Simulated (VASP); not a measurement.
# Ba (P6/mmm) in VASP: single point with LDA

Aim: the single point of Ba with LDA.

All numbers are computed with VASP 6.6.1; they aren't measurements. Logs are shortened: lines on timing, memory, paths and dates and some standing lists are left out, and cuts for length are marked.

### 1 The cell of the first run

The structure is hexagonal, space group P6/mmm (No. 191). The conventional cell has a = 4.312 Å, b = 4.312 Å, c = 3.913 Å, α = 90.00°, β = 90.00°, γ = 120.00°. Within 5.1 Å of Ba (site symmetry 6/mmm) lie 8 Ba at 3.91 to 4.31 Å.

### 2 Single point, LDA

INCAR

```
ALGO = Fast ; EDIFF = 1E-7
ENCUT = 520 ; ISIF = 2
ISMEAR = 0 ; LASPH = T
LCHARG = F ; LREAL = F
LWAVE = F ; NBANDS = 11
NELM = 80 ; PREC = Accurate
SIGMA = 0.15
```

KPOINTS

```
k-points
0
Gamma
  15 15 12
```

POSCAR

```
Ba
1.0
    4.3116136979      0.0000000000      0.0000000000
   -2.1558068490      3.7339669937      0.0000000000
    0.0000000000      0.0000000000      3.9134133000
Ba
1
Direct
    0.0000000000      0.0000000000      0.0000000000
```

Potentials or basis: VASP PAW LDA potentials, release 64 (Ba_sv).

On the command line:

```
> cat potpaw_LDA.64/Ba_sv/POTCAR > POTCAR
> mpirun -np 1 vasp_std > vasp.out
```

OUTCAR:

```text
EDIFF = 1E-7
   ENCUT = 520
   ISIF = 2
   ISMEAR = 0
   LASPH = T
   LREAL = F
   NELM = 80
   PREC = Accurate

 ion  position               nearest neighbor table
   1  0.000  0.000  0.000-

  LATTYP: Found a hexagonal cell.
 ALAT       =     4.3116136979
 C/A-ratio  =     0.9076446950

  Lattice vectors:

 A1 = (   4.3116136979,   0.0000000000,   0.0000000000)
 A2 = (  -2.1558068490,   3.7339669937,   0.0000000000)
 A3 = (   0.0000000000,   0.0000000000,   3.9134133000)

Analysis of symmetry for initial positions (statically):
=====================================================================
 Subroutine PRICEL returns:
 Original cell was already a primitive cell.

 Routine SETGRP: Setting up the symmetry group for a
 hexagonal supercell.

 Subroutine GETGRP returns: Found 24 space group operations
 (whereof 24 operations were pure point group operations)
 out of a pool of 24 trial point group operations.

The static configuration has the point symmetry D_6h.

Analysis of symmetry for dynamics (positions and initial velocities):
=====================================================================
 Subroutine PRICEL returns:
 Original cell was already a primitive cell.

 Routine SETGRP: Setting up the symmetry group for a
 hexagonal supercell.

 Subroutine GETGRP returns: Found 24 space group operations
 (whereof 24 operations were pure point group operations)
 out of a pool of 24 trial point group operations.

The dynamic configuration has the point symmetry D_6h.

 Subroutine INISYM returns: Found 24 space group operations
 (whereof 24 operations are pure point group operations),
 and found     1 'primitive' translations

----------------------------------------------------------------------------------------

                                     Primitive cell

  volume of cell :      63.0037

  direct lattice vectors                    reciprocal lattice vectors
     4.311613698  0.000000000  0.000000000     0.231931724  0.133905844  0.000000000
    -2.155806849  3.733966994  0.000000000     0.000000000  0.267811687  0.000000000
     0.000000000  0.000000000  3.913413300     0.000000000  0.000000000  0.255531405

  length of vectors
     4.311613698  4.311613698  3.913413300     0.267811687  0.267811687  0.255531405

  position of ions in fractional coordinates (direct lattice)
     0.000000000  0.000000000  0.000000000

  ion indices of the primitive-cell ions
   primitive index   ion index
                 1           1

----------------------------------------------------------------------------------------

 KPOINTS: k-points

Automatic generation of k-mesh.
 Grid dimensions read from file:
 generate k-points for:   15   15   12

 Generating k-lattice:

  Cartesian coordinates                     Fractional coordinates (reciprocal lattice)
     0.015462115  0.008927056  0.000000000     0.066666667  0.000000000  0.000000000
     0.000000000  0.017854112  0.000000000     0.000000000  0.066666667  0.000000000
     0.000000000  0.000000000  0.021294284     0.000000000  0.000000000  0.083333333

  Length of vectors
     0.017854112  0.017854112  0.021294284

  Shift w.r.t. Gamma in fractional coordinates (k-lattice)
     0.000000000  0.000000000  0.000000000

 Subroutine IBZKPT returns following result:
 ===========================================

 Found    189 irreducible k-points:

 Following reciprocal coordinates:
            Coordinates               Weight
  0.000000  0.000000  0.000000      1.000000
  0.066667  0.000000  0.000000      6.000000
  0.133333  0.000000  0.000000      6.000000
  0.200000  0.000000  0.000000      6.000000
  0.266667  0.000000  0.000000      6.000000
  0.333333  0.000000  0.000000      6.000000
[... 16 lines left out ...]
  0.333333  0.200000  0.000000     12.000000
  0.400000  0.200000  0.000000      6.000000
 [... further k-points ...]
   k-points           NKPTS =    189   k-points in BZ     NKDIM =    189   number of bands    NBANDS=     11
   number of dos      NEDOS =    301   number of ions     NIONS =      1
   total plane-waves  NPLWV =  30720
   dimension x,y,z NGX =    32 NGY =   32 NGZ =   30
   dimension x,y,z NGXF=    64 NGYF=   64 NGZF=   60
   ions per type =               1
   NGX,Y,Z   is equivalent  to a cutoff of  12.34, 12.34, 12.74 a.u.
   NGXF,Y,Z  is equivalent  to a cutoff of  24.68, 24.68, 25.49 a.u.
 SYSTEM =  unknown system
   PREC   = accura    normal or accurate (medium, high low for compatibility)
   ISTART =      0    job   : 0-new  1-cont  2-samecut
   ICHARG =      2    charge: 1-file 2-atom 10-const
   ISPIN  =      1    spin polarized calculation?
   LNONCOLLINEAR =      F non collinear calculations
   LSORBIT =      F    spin-orbit coupling
   LASPH  =      T    aspherical Exc in radial PAW
   ENCUT  =  520.0 eV  38.22 Ry    6.18 a.u.   8.02  8.02  7.28*2*pi/ulx,y,z
   NELM   =     80;   NELMIN=  2; NELMDL= -5     # of ELM steps
   EDIFF  = 0.1E-06   stopping-criterion for ELM
   LREAL  =      F    real-space projection
   EDIFFG = 0.1E-05   stopping-criterion for IOM
   NSW    =      0    number of steps for IOM
   IBRION =     -1    ionic relax: 0-MD 1-quasi-New 2-CG
   NFREE  =      0    steps in history (QN), initial steepest desc. (CG)
   ISIF   =      2    stress and relaxation
   ISYM   =      2    0-nonsym 1-usesym 2-fastsym
   POTIM  = 0.5000    time-step for ionic-motion
   TEBEG  =    0.0;   TEEND  =   0.0 temperature during run
   PSTRESS=    0.0 pullay stress
   NELECT =      10.0000    total number of electrons
   NUPDOWN=      -1.0000    fix difference up-down
   EMIN   =  10.00;   EMAX   =-10.00  energy-range for DOS
   EFERMI =   0.00;   METHOD = LEGACY
   ISMEAR =     0;   SIGMA  =   0.15  broadening in eV -4-tet -1-fermi 0-gaus
   EFERMI_NEDOS =   21; number of points for ismear=-14 and -15
   IALGO  =     68    algorithm
   IMIX   =      4    mixing-type and parameters
     AMIX     =   0.40;   BMIX     =  1.00
     AMIX_MAG =   1.60;   BMIX_MAG =  1.00
  volume/ion in A,a.u.               =      63.00       425.17
  Fermi-wavevector in a.u.,A,eV,Ry     =   0.886379  1.675014 10.689660  0.785668
  Thomas-Fermi vector in A             =   2.007537
   LORBIT       =      0    0 simple, 1 ext, 2 COOP (PROOUT), +10 PAW based schemes
   GGA     = CA    functional components
   LHFCALC =     F    Hartree Fock is set to
   AEXX    =    0.0000 exact exchange contribution
   IVDW    =     0    specifies the selected vdW correction
   LEPSILON=     F    determine dielectric tensor
   LRPA    =     F    only Hartree local field effects (RPA)
 non-spin polarized calculation
 RMM-DIIS sequential band-by-band and
 Gauss-broadening in eV      SIGMA  =   0.15
  energy-cutoff  :      520.00
  volume of cell :       63.00
 maximum number of plane-waves:      1710
   NGX = 17   NGY = 17   NGZ = 15

 number of electron      10.0000001 magnetization

 Free energy of the ion-electron system (eV)
  ---------------------------------------------------
  ext. energy  EPLUGINS =         0.00000000
  ---------------------------------------------------
  free energy    TOTEN  =        -2.04244940 eV

  energy without entropy =       -2.02976149  energy(sigma->0) =       -2.03610545

 E-fermi :   1.4562     XC(G=0):  -7.6055

 val. band max:        1.4517212925   @ k =   0.4000   0.0667   0.3333
 cond. band min:       1.4624343968   @ k =   0.2000   0.0000   0.5000
 fundamental gap:      0.0107131043
 Fermi energy:         1.4562047035

 k-point     1 :       0.0000    0.0000    0.0000
  band No.  band energies     occupation
      1     -27.5885      2.00000
      2     -12.5312      2.00000
      3     -12.5312      2.00000
      4     -12.4186      2.00000
      5      -1.2738      2.00000
      6       1.4495      1.05042
      7       3.0731      0.00000
      8       3.0731      0.00000
      9       6.2621      0.00000
     10       6.2621      0.00000
     11       7.5365      0.00000

 k-point     2 :       0.0667    0.0000    0.0000
  band No.  band energies     occupation
      1     -27.5867      2.00000
      2     -12.5544      2.00000
      3     -12.5363      2.00000
      4     -12.4163      2.00000
      5      -1.1968      2.00000
      6       1.4820      0.80761
      7       2.9522      0.00000
      8       3.1495      0.00000
      9       6.1032      0.00000
     10       6.2418      0.00000
     11       7.7750      0.00000

 k-point     3 :       0.1333    0.0000    0.0000
  band No.  band energies     occupation
      1     -27.5815      2.00000
      2     -12.6190      2.00000
      3     -12.5509      2.00000
      4     -12.4099      2.00000
      5      -0.9767      2.00000
      6       1.5724      0.27339
      7       2.6676      0.00000
      8       3.3763      0.00000
      9       5.7417      0.00000
     10       6.1854      0.00000
     11       8.4062      0.00000

 k-point     4 :       0.2000    0.0000    0.0000
  band No.  band energies     occupation
      1     -27.5738      2.00000
      2     -12.7120      2.00000
      3     -12.5721      2.00000
      4     -12.4003      2.00000
      5      -0.6451      2.00000
      6       1.6860      0.03025
      7       2.3727      0.00000
      8       3.7455      0.00000
      9       5.3356      0.00000
     10       6.1053      0.00000
     11       8.7078      0.00000

 k-point     5 :       0.2667    0.0000    0.0000
  band No.  band energies     occupation
      1     -27.5650      2.00000
      2     -12.8157      2.00000
      3     -12.5962      2.00000
      4     -12.3893      2.00000
      5      -0.2567      2.00000
      6       1.7147      0.01481
      7       2.2494      0.00000
      8       4.2426      0.00000
      9       4.9661      0.00000
     10       6.0173      0.00000
     11       8.0721      0.00000
[... 211 lines left out ...]
 k-point    21 :       0.2000    0.2000    0.0000
  band No.  band energies     occupation
      1     -27.5545      2.00000
      2     -12.8900      2.00000
      3     -12.6735      2.00000
      4     -12.3762      2.00000
      5       0.3417      2.00000
      6       1.7794      0.00231
      7       2.0293      0.00000
      8       4.7460      0.00000
      9       4.9856      0.00000
     10       5.6663      0.00000
     11       7.4697      0.00000

 k-point    22 :       0.2667    0.2000    0.0000
  band No.  band energies     occupation
      1     -27.5483      2.00000
      2     -12.9348      2.00000
      3     -12.7171      2.00000
      4     -12.3684      2.00000
      5       0.7304      2.00000
      6       1.6858      0.03043
      7       2.1291      0.00000
      8       4.6267      0.00000
      9       5.4581      0.00000
     10       5.4874      0.00000
     11       7.0329      0.00000

 k-point    23 :       0.3333    0.2000    0.0000
  band No.  band energies     occupation
      1     -27.5441      2.00000
      2     -12.9627      2.00000
      3     -12.7487      2.00000
      4     -12.3631      2.00000
      5       0.9775      1.99999
      6       1.7224      0.01208
      7       2.1785      0.00000
      8       4.5585      0.00000
      9       5.3617      0.00000
     10       5.8354      0.00000
     11       6.6296      0.00000

 k-point    24 :       0.4000    0.2000    0.0000
  band No.  band energies     occupation
      1     -27.5425      2.00000
      2     -12.9721      2.00000
      3     -12.7603      2.00000
      4     -12.3612      2.00000
      5       1.0419      1.99991
      6       1.7951      0.00140
      7       2.1750      0.00000
      8       4.5368      0.00000
      9       5.3165      0.00000
     10       6.0513      0.00000
     11       6.3884      0.00000

 [... further k-points ...]

------------------------ aborting loop because EDIFF is reached ----------------------------------------

  FORCE on cell =-STRESS in cart. coord.  units (eV):
  Direction    XX          YY          ZZ          XY          YZ          ZX
  --------------------------------------------------------------------------------------
  -------------------------------------------------------------------------------------
  Total       -0.6013782     -0.6013782     -0.3082276      0.0000000      0.0000000      0.0000000
  in kB      -15.2929851    -15.2929851     -7.8381945      0.0000000      0.0000000      0.0000000
  external PRESSURE =     -12.8080549 kB  Pullay stress =       0.0000000 kB

 VOLUME and BASIS-vectors are now :
 -----------------------------------------------------------------------------
  energy-cutoff  :      520.00
  volume of cell :       63.00
      direct lattice vectors                 reciprocal lattice vectors
     4.311613698  0.000000000  0.000000000     0.231931724  0.133905844  0.000000000
    -2.155806849  3.733966994  0.000000000     0.000000000  0.267811687  0.000000000
     0.000000000  0.000000000  3.913413300     0.000000000  0.000000000  0.255531405

 POSITION                                       TOTAL-FORCE (eV/Angst)
 -----------------------------------------------------------------------------------
      0.00000      0.00000      0.00000         0.000000      0.000000      0.000000
 -----------------------------------------------------------------------------------
    total drift:                               -0.000000      0.000000     -0.000000

  FREE ENERGIE OF THE ION-ELECTRON SYSTEM (eV)
  ---------------------------------------------------
  free  energy   TOTEN  =        -2.0424494019 eV

  energy  without entropy=       -2.0297614922  energy(sigma->0) =       -2.03610545
```

Run time: 68 s. Hardware: 1 thread of Intel Xeon Platinum 8259CL at 2.50GHz (Skylake/Cascade Lake), shared host; peak memory 0.25 GiB.

What came out:

```
Free energy            : -2.0424 eV
Pressure               : -1.3 GPa
Band gap on the k mesh : zero (band 5 reaches 1.82 eV, above the bottom of band 6 at 1.33 eV)
```

Caveat: spin-orbit coupling is left out, which moves the levels of the heavy elements.
